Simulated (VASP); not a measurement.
**TiN: single point with LDA**

The system is TiN.

```
CELL_PARAMETERS angstrom
0.00000 2.08582 2.08582
2.08582 0.00000 2.08582
2.08582 2.08582 0.00000
ATOMIC_POSITIONS crystal
Ti 0.00000 0.00000 0.00000
N 0.50000 0.50000 0.50000
```

| Quantity | Value |
| --- | --- |
| Program | VASP 6.6.1 |
| Task | single point |
| Functional | LDA |
| Potentials or basis | VASP PAW LDA potentials, release 64 (Ti_sv, N_h) |
| Cutoff | 1330 eV |
| k mesh | 16 × 16 × 16 |
| Occupations | gaussian, width 0.1 eV |
| Spin | no spin polarisation |
| Dipole correction | no |
| Further INCAR settings | ALGO = Normal; EDIFF = 1e-06; NBANDS = 16 |

| Item | Value |
| --- | --- |
| Pressure | 1.0 GPa |
| Band gap on the k mesh | zero (an odd number of electrons rules out a gap without spin polarisation) |

Levels at points of the mesh, in eV from the Fermi level:
```
           k point  band 7  band 8  band 9  band 10  band 11  band 12
(0.00, 0.00, 0.00)   -2.06   -2.06   -0.69    -0.69    -0.69     0.60
(0.50, 0.00, 0.00)   -5.74   -5.74    1.82     1.82     2.56     6.16
(0.50, 0.50, 0.00)   -3.32   -3.25   -3.25     1.76     2.59     2.59
```

It took 79 s on 1 thread of Intel(R) Xeon(R) Platinum 8559C (Emerald Rapids) (shared host), peak memory 0.31 GiB.

Caveat: an odd number of electrons without spin polarisation forces a metal; a magnetic or distorted state may lie lower.
